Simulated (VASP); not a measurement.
# Si2Mo (I4/mmm) in VASP: notebook

Si2Mo is run at these levels: PBE; tasks: electric field gradients, density of states.

All numbers are computed with VASP 6.6.1; they aren't measurements. Logs are shortened: lines on timing, memory, paths and dates and some standing lists are left out, and cuts for length are marked.

## Step 1: The cell of the first run

The structure is tetragonal, space group I4/mmm (No. 139). The conventional cell has a = 3.200 Å, b = 3.200 Å, c = 7.861 Å, α = 90.00°, β = 90.00°, γ = 90.00°. Si (site symmetry 4mm) has 9 Si at 2.61 to 3.20 Å and 5 Mo at 2.62 Å within 3.4 Å. Within 3.5 Å of Mo (site symmetry 4/mmm) lie 10 Si at 2.62 Å and 4 Mo at 3.20 Å.

## Step 2: Electric field gradients, PBE

Contents of INCAR:

```
ALGO = Normal
EDIFF = 1E-8
ENCUT = 520
GGA = PE
ISIF = 2
ISMEAR = -1
ISYM = 0
LASPH = True
LCHARG = False
LEFG = True
LREAL = False
LWAVE = False
NBANDS = 18
NELM = 100
PREC = Accurate
SIGMA = 0.03
```

Contents of KPOINTS:

```
k-points
0
Gamma
  12 12 16
```

Contents of POSCAR:

```
Si2Mo
1.0
   -1.6000000000      1.6000000000      3.9305000000
    1.6000000000     -1.6000000000      3.9305000000
    1.6000000000      1.6000000000     -3.9305000000
Si Mo
2 1
Direct
    0.3330000000      0.3330000000      0.0000000000
    0.6670000000      0.6670000000      0.0000000000
    0.0000000000      0.0000000000      0.0000000000
```

Potentials or basis: VASP PAW PBE potentials, release 64 (Si, Mo_sv).

Run with:

```
$ cat potpaw_PBE.64/Si/POTCAR potpaw_PBE.64/Mo_sv/POTCAR > POTCAR
$ mpirun -np 1 vasp_std > vasp.out
```

OUTCAR:

```text
EDIFF = 1E-8
   ENCUT = 520
   GGA = PE
   ISIF = 2
   ISMEAR = -1
   ISYM = 0
   LASPH = True
   LREAL = False
   NELM = 100
   PREC = Accurate

 ion  position               nearest neighbor table
   1  0.333  0.333  0.000-   2 2.61   2 2.61   2 2.61   2 2.61   3 2.62   3 2.62   3 2.62   3 2.62
                             3 2.62   2 2.63
   2  0.667  0.667  0.000-   1 2.61   1 2.61   1 2.61   1 2.61   3 2.62   3 2.62   3 2.62   3 2.62
                             3 2.62   1 2.63
   3  0.000  0.000  0.000-   2 2.62   1 2.62   2 2.62   1 2.62   2 2.62   1 2.62   1 2.62   2 2.62
                             1 2.62   2 2.62

IMPORTANT INFORMATION: All symmetrisations will be switched off!
NOSYMM: (Re-)initialisation of all symmetry stuff for point group C_1.

----------------------------------------------------------------------------------------

                                     Primitive cell

  volume of cell :      40.2483

  direct lattice vectors                    reciprocal lattice vectors
    -1.600000000  1.600000000  3.930500000     0.000000000  0.312500000  0.127210279
     1.600000000 -1.600000000  3.930500000     0.312500000  0.000000000  0.127210279
     1.600000000  1.600000000 -3.930500000     0.312500000  0.312500000  0.000000000

  length of vectors
     4.535287229  4.535287229  4.535287229     0.337399918  0.337399918  0.441941738

  position of ions in fractional coordinates (direct lattice)
     0.333000000  0.333000000  0.000000000
     0.667000000  0.667000000  0.000000000
     0.000000000  0.000000000  0.000000000

  ion indices of the primitive-cell ions
   primitive index   ion index
                 1           1
                 2           2
                 3           3

----------------------------------------------------------------------------------------

 KPOINTS: k-points

Automatic generation of k-mesh.
 Grid dimensions read from file:
 generate k-points for:   12   12   16

 Generating k-lattice:

  Cartesian coordinates                     Fractional coordinates (reciprocal lattice)
     0.000000000  0.026041667  0.010600857     0.083333333  0.000000000 -0.000000000
     0.026041667  0.000000000  0.010600857     0.000000000  0.083333333 -0.000000000
     0.019531250  0.019531250  0.000000000     0.000000000  0.000000000  0.062500000

  Length of vectors
     0.028116660  0.028116660  0.027621359

  Shift w.r.t. Gamma in fractional coordinates (k-lattice)
     0.000000000  0.000000000  0.000000000

 -----------------------------------------------------------------------------
|                                                                             |
|           W    W    AA    RRRRR   N    N  II  N    N   GGGG   !!!           |
|           W    W   A  A   R    R  NN   N  II  NN   N  G    G  !!!           |
|           W    W  A    A  R    R  N N  N  II  N N  N  G       !!!           |
|           W WW W  AAAAAA  RRRRR   N  N N  II  N  N N  G  GGG   !            |
|           WW  WW  A    A  R   R   N   NN  II  N   NN  G    G                |
|           W    W  A    A  R    R  N    N  II  N    N   GGGG   !!!           |
|                                                                             |
|     Your reciprocal lattice and k-lattice belong to different lattice       |
|     classes:                                                                |
|                                                                             |
|        The reciprocal lattice is body-centered tetragonal,                  |
|        whereas your k-lattice is base-centered monoclinic.                  |
|                                                                             |
|     Results are often still useful ...                                      |
|                                                                             |
 -----------------------------------------------------------------------------

 WARNING: IBZKPT: internal override: KBLOWUP is changed to .FALSE.
      ... skipping the blow-up phase ...

 Subroutine IBZKPT returns following result:
 ===========================================

 Found   1156 irreducible k-points:

 Following reciprocal coordinates:
            Coordinates               Weight
  0.000000  0.000000  0.000000      1.000000
  0.083333  0.000000  0.000000      2.000000
  0.166667  0.000000  0.000000      2.000000
  0.250000  0.000000  0.000000      2.000000
  0.333333  0.000000  0.000000      2.000000
  0.416667  0.000000  0.000000      2.000000
[... 16 lines left out ...]
  0.250000  0.166667  0.000000      2.000000
  0.333333  0.166667  0.000000      2.000000
 [... further k-points ...]
   k-points           NKPTS =   1156   k-points in BZ     NKDIM =   1156   number of bands    NBANDS=     18
   number of dos      NEDOS =    301   number of ions     NIONS =      3
   total plane-waves  NPLWV =  46656
   dimension x,y,z NGX =    36 NGY =   36 NGZ =   36
   dimension x,y,z NGXF=    72 NGYF=   72 NGZF=   72
   ions per type =               2   1
   NGX,Y,Z   is equivalent  to a cutoff of  13.20, 13.20, 13.20 a.u.
   NGXF,Y,Z  is equivalent  to a cutoff of  26.39, 26.39, 26.39 a.u.
 SYSTEM =  unknown system
   PREC   = accura    normal or accurate (medium, high low for compatibility)
   ISTART =      0    job   : 0-new  1-cont  2-samecut
   ICHARG =      2    charge: 1-file 2-atom 10-const
   ISPIN  =      1    spin polarized calculation?
   LNONCOLLINEAR =      F non collinear calculations
   LSORBIT =      F    spin-orbit coupling
   LASPH  =      T    aspherical Exc in radial PAW
   ENCUT  =  520.0 eV  38.22 Ry    6.18 a.u.   8.43  8.43  8.43*2*pi/ulx,y,z
   NELM   =    100;   NELMIN=  2; NELMDL= -5     # of ELM steps
   EDIFF  = 0.1E-07   stopping-criterion for ELM
   LREAL  =      F    real-space projection
   EDIFFG = 0.1E-06   stopping-criterion for IOM
   NSW    =      0    number of steps for IOM
   IBRION =     -1    ionic relax: 0-MD 1-quasi-New 2-CG
   NFREE  =      0    steps in history (QN), initial steepest desc. (CG)
   ISIF   =      2    stress and relaxation
   ISYM   =      0    0-nonsym 1-usesym 2-fastsym
   POTIM  = 0.5000    time-step for ionic-motion
   TEBEG  =    0.0;   TEEND  =   0.0 temperature during run
   PSTRESS=    0.0 pullay stress
   NELECT =      22.0000    total number of electrons
   NUPDOWN=      -1.0000    fix difference up-down
   EMIN   =  10.00;   EMAX   =-10.00  energy-range for DOS
   EFERMI =   0.00;   METHOD = LEGACY
   ISMEAR =    -1;   SIGMA  =   0.03  broadening in eV -4-tet -1-fermi 0-gaus
   EFERMI_NEDOS =   21; number of points for ismear=-14 and -15
   IALGO  =     38    algorithm
   IMIX   =      4    mixing-type and parameters
     AMIX     =   0.40;   BMIX     =  1.00
     AMIX_MAG =   1.60;   BMIX_MAG =  1.00
  volume/ion in A,a.u.               =      13.42        90.54
  Fermi-wavevector in a.u.,A,eV,Ry     =   1.338546  2.529484 24.377614  1.791704
  Thomas-Fermi vector in A             =   2.467007
   LORBIT       =      0    0 simple, 1 ext, 2 COOP (PROOUT), +10 PAW based schemes
   GGA     = PE    functional components
   LHFCALC =     F    Hartree Fock is set to
   AEXX    =    0.0000 exact exchange contribution
   IVDW    =     0    specifies the selected vdW correction
   LEPSILON=     F    determine dielectric tensor
   LRPA    =     F    only Hartree local field effects (RPA)
 non-spin polarized calculation
  energy-cutoff  :      520.00
  volume of cell :       40.25
 maximum number of plane-waves:      1112
 NGX is ok and might be reduce to    36
   NGX = 17   NGY = 17   NGZ = 17

 number of electron      22.0000000 magnetization

 Free energy of the ion-electron system (eV)
  ---------------------------------------------------
  ext. energy  EPLUGINS =         0.00000000
  ---------------------------------------------------
  free energy    TOTEN  =       -23.25318175 eV

  energy without entropy =      -23.25246356  energy(sigma->0) =      -23.25282265

 E-fermi :  12.2972     XC(G=0): -12.4279

 val. band max:       12.2771062717   @ k =  -0.2500  -0.2500   0.1875
 cond. band min:      12.3067875665   @ k =   0.4167  -0.4167   0.3750
 fundamental gap:      0.0296812947
 Fermi energy:        12.2971892453

 k-point     1 :       0.0000    0.0000    0.0000
  band No.  band energies     occupation
      1     -48.4667      2.00000
      2     -22.6305      2.00000
      3     -22.5322      2.00000
      4     -22.5312      2.00000
      5      -1.1902      2.00000
      6       5.9297      2.00000
[... 10 lines left out ...]
     17      17.2932      0.00000
     18      17.2936      0.00000

 k-point     2 :       0.0833    0.0000    0.0000
  band No.  band energies     occupation
      1     -48.4655      2.00000
      2     -22.6292      2.00000
      3     -22.5492      2.00000
      4     -22.5301      2.00000
      5      -1.0643      2.00000
      6       5.9351      2.00000
[... 10 lines left out ...]
     17      17.4222      0.00000
     18      18.0354      0.00000

 k-point     3 :       0.1667    0.0000    0.0000
  band No.  band energies     occupation
      1     -48.4621      2.00000
      2     -22.6257      2.00000
      3     -22.5964      2.00000
      4     -22.5257      2.00000
      5      -0.6931      2.00000
      6       5.8845      2.00000
[... 10 lines left out ...]
     17      18.1397      0.00000
     18      19.4972      0.00000

 k-point     4 :       0.2500    0.0000    0.0000
  band No.  band energies     occupation
      1     -48.4575      2.00000
      2     -22.6607      2.00000
      3     -22.6205      2.00000
      4     -22.5197      2.00000
      5      -0.0955      2.00000
      6       5.5314      2.00000
[... 375 lines left out ...]
      4     -22.5867      2.00000
      5      -0.0890      2.00000
      6       5.3484      2.00000
[... 10 lines left out ...]
     17      19.0252      0.00000
     18      20.1231      0.00000

 k-point    23 :       0.2500    0.1667    0.0000
  band No.  band energies     occupation
      1     -48.4529      2.00000
      2     -22.6532      2.00000
      3     -22.6171      2.00000
      4     -22.5824      2.00000
      5       0.5288      2.00000
      6       5.0697      2.00000
[... 10 lines left out ...]
     17      19.1393      0.00000
     18      20.8052      0.00000

 k-point    24 :       0.3333    0.1667    0.0000
  band No.  band energies     occupation
      1     -48.4483      2.00000
      2     -22.7153      2.00000
      3     -22.6114      2.00000
      4     -22.5755      2.00000
      5       1.3135      2.00000
      6       4.5666      2.00000
[... 10 lines left out ...]
     17      19.7968      0.00000
     18      20.7647      0.00000

 [... further k-points ...]
[... 5 lines left out ...]
  --------------------------------------------------------------------------------------
  -------------------------------------------------------------------------------------
  Total        0.7037118      0.7037118      0.3934229      0.0029584     -0.0014273     -0.0014273
  in kB       28.0128733     28.0128719     15.6611087      0.1177657     -0.0568188     -0.0568189
  external PRESSURE =      23.8956180 kB  Pullay stress =       0.0000000 kB

 VOLUME and BASIS-vectors are now :
 -----------------------------------------------------------------------------
  energy-cutoff  :      520.00
  volume of cell :       40.25
      direct lattice vectors                 reciprocal lattice vectors
    -1.600000000  1.600000000  3.930500000     0.000000000  0.312500000  0.127210279
     1.600000000 -1.600000000  3.930500000     0.312500000  0.000000000  0.127210279
     1.600000000  1.600000000 -3.930500000     0.312500000  0.312500000  0.000000000

 POSITION                                       TOTAL-FORCE (eV/Angst)
 -----------------------------------------------------------------------------------
      0.00000      0.00000      2.61771         0.000700      0.000700      0.279182
      0.00000      0.00000      5.24329        -0.000700     -0.000700     -0.279182
      0.00000      0.00000      0.00000         0.000000      0.000000     -0.000000
 -----------------------------------------------------------------------------------
    total drift:                                0.000000      0.000000     -0.000000

  FREE ENERGIE OF THE ION-ELECTRON SYSTEM (eV)
  ---------------------------------------------------
  free  energy   TOTEN  =       -23.2531817519 eV

  energy  without entropy=      -23.2524635576  energy(sigma->0) =      -23.25282265

 Electric field gradients (V/A^2)
---------------------------------------------------------------------
 ion       V_xx      V_yy      V_zz      V_xy      V_xz      V_yz
---------------------------------------------------------------------
   1       5.919     5.919   -11.839    -0.039     0.001     0.001
   2       5.919     5.919   -11.839    -0.039     0.001     0.001
   3      28.781    28.781   -57.562    -0.291    -0.061    -0.061
---------------------------------------------------------------------

 Electric field gradients after diagonalization (V/A^2)
 (convention: |V_zz| > |V_xx| > |V_yy|)
----------------------------------------------------------------------
 ion       V_xx      V_yy      V_zz     asymmetry (V_yy - V_xx)/ V_zz
----------------------------------------------------------------------
   1       5.959     5.880   -11.839       0.007
   2       5.959     5.880   -11.839       0.007
   3      29.072    28.490   -57.562       0.010
----------------------------------------------------------------------

           NMR quadrupolar parameters

 Cq : quadrupolar parameter    Cq=e*Q*V_zz/h
 eta: asymmetry parameters     (V_yy - V_xx)/ V_zz
 Q  : nuclear electric quadrupole moment in mb (millibarn)
----------------------------------------------------------------------
 ion       Cq(MHz)       eta       Q (mb)
----------------------------------------------------------------------
   1      -0.029       0.007       1.000
   2      -0.029       0.007       1.000
   3      -0.139       0.010       1.000
----------------------------------------------------------------------
```

It took 12 min on 1 thread of Intel Xeon Platinum 8488C (Sapphire Rapids), shared host; peak memory 0.85 GiB.

Results:

```
Free energy            : -23.2532 eV
Pressure               : 2.4 GPa
Largest force          : 0.279 eV/Å
Band gap on the k mesh : zero (band 11 reaches 12.75 eV, above the bottom of band 12 at 11.74 eV)
```

Forces on the atoms (eV/Å):
```
Si   0.001  0.001  0.279
Si  -0.001 -0.001 -0.279
Mo   0.000  0.000  0.000
```

Levels at points of the mesh, in eV from the Fermi level:
| k point | band 8 | band 9 | band 10 | band 11 | band 12 | band 13 | band 14 | band 15 |
| --- | --- | --- | --- | --- | --- | --- | --- | --- |
| (0.00, 0.00, 0.00) | -3.04 | -2.69 | -2.69 | 0.38 | 3.05 | 3.08 | 3.61 | 3.61 |
| (0.50, 0.00, 0.00) | -4.50 | -2.64 | -2.54 | -0.54 | 2.24 | 2.99 | 4.00 | 4.23 |
| (0.00, 0.50, 0.00) | -4.50 | -2.64 | -2.54 | -0.54 | 2.24 | 2.99 | 4.00 | 4.23 |
| (0.50, 0.50, 0.00) | -5.31 | -4.52 | -3.09 | -1.16 | 2.30 | 2.69 | 2.98 | 3.22 |
| (0.00, 0.00, 0.50) | -5.31 | -4.52 | -3.09 | -1.16 | 2.30 | 2.69 | 2.98 | 3.22 |
| (0.50, 0.00, 0.50) | -4.50 | -2.64 | -2.54 | -0.54 | 2.24 | 2.99 | 4.00 | 4.23 |
| (0.00, 0.50, 0.50) | -4.50 | -2.64 | -2.54 | -0.54 | 2.24 | 2.99 | 4.00 | 4.23 |
| (0.50, 0.50, 0.50) | -2.31 | -0.61 | -0.61 | -0.56 | -0.56 | 0.52 | 4.59 | 5.13 |

Electric field gradients, principal values (V/Å²):
```
atom   least  middle  greatest (by size)
1 Si   5.880   5.959             -11.839
2 Si   5.880   5.959             -11.839
3 Mo  28.490  29.072             -57.562
```

Caveat: without QUAD_EFG the Cq values of the log hold for a quadrupole moment of 1 mb, not for the nuclei.

## Step 3: Density of states, PBE

POSCAR is that of step 2.

Contents of INCAR.step1:

```
SYSTEM = Si2Mo
PREC = Accurate
ENCUT = 520
EDIFF = 1E-6
ISMEAR = -1
SIGMA = 0.03
LREAL = .FALSE.
LASPH = .TRUE.
NELM = 100
ALGO = Normal
ISIF = 2
LWAVE = .FALSE.
LCHARG = .TRUE.
LMAXMIX = 4
GGA = PE
NBANDS = 18
ISYM = 0
```

Contents of KPOINTS.step1:

```
regular mesh
0
G
  12 12 16
  0 0 0
```

Contents of INCAR.step2:

```
SYSTEM = Si2Mo
PREC = Accurate
ENCUT = 520
EDIFF = 1E-6
ISMEAR = -5
SIGMA = 0.03
LREAL = .FALSE.
LASPH = .TRUE.
NELM = 100
ALGO = Normal
ISIF = 2
LWAVE = .FALSE.
LCHARG = .FALSE.
LMAXMIX = 4
GGA = PE
LORBIT = 10
NBANDS = 18
NEDOS = 2001
ICHARG = 11
ISYM = 0
```

Contents of KPOINTS.step2:

```
regular mesh
0
G
  18 18 24
  0 0 0
```

Potentials or basis: VASP PAW PBE potentials, release 64 (Si, Mo_sv).

Run with:

```
$ cat potpaw_PBE.64/Si/POTCAR potpaw_PBE.64/Mo_sv/POTCAR > POTCAR
$ cp INCAR.step1 INCAR
$ cp KPOINTS.step1 KPOINTS
$ mpirun -np 1 vasp_std > vasp.out
$ cp INCAR.step2 INCAR
$ cp KPOINTS.step2 KPOINTS
$ mpirun -np 1 vasp_std > vasp.out
```

It took 17 min on 1 thread of Intel Xeon 6975P-C (Granite Rapids), shared host; peak memory 2.4 GiB.

Results (log left out):

```yaml
Valence_electrons_inside_the_program's_atomic_spheres: Si 1.62; Mo 12.67
```

Levels at points of the mesh, in eV from the Fermi level:
| k point | band 7 | band 8 | band 9 | band 10 | band 11 | band 12 | band 13 | band 14 | band 15 | band 16 |
| --- | --- | --- | --- | --- | --- | --- | --- | --- | --- | --- |
| (0.00, 0.00, 0.00) | -3.46 | -3.01 | -2.65 | -2.65 | 0.42 | 3.08 | 3.12 | 3.64 | 3.64 | 4.07 |
| (0.50, 0.00, 0.00) | -4.90 | -4.47 | -2.61 | -2.50 | -0.51 | 2.27 | 3.02 | 4.04 | 4.26 | 5.48 |
| (0.00, 0.50, 0.00) | -4.90 | -4.47 | -2.61 | -2.50 | -0.51 | 2.27 | 3.02 | 4.04 | 4.26 | 5.48 |
| (0.50, 0.50, 0.00) | -5.70 | -5.27 | -4.49 | -3.06 | -1.13 | 2.33 | 2.72 | 3.01 | 3.25 | 4.82 |
| (0.00, 0.00, 0.50) | -5.70 | -5.27 | -4.49 | -3.06 | -1.13 | 2.33 | 2.72 | 3.01 | 3.25 | 4.82 |
| (0.50, 0.00, 0.50) | -4.90 | -4.47 | -2.61 | -2.50 | -0.51 | 2.27 | 3.02 | 4.04 | 4.26 | 5.48 |
| (0.00, 0.50, 0.50) | -4.90 | -4.47 | -2.61 | -2.50 | -0.51 | 2.27 | 3.02 | 4.04 | 4.26 | 5.48 |
| (0.50, 0.50, 0.50) | -3.49 | -2.28 | -0.58 | -0.58 | -0.52 | -0.52 | 0.55 | 4.62 | 5.16 | 5.91 |

Caveat: tetrahedron occupations give inexact forces and stress in metals.
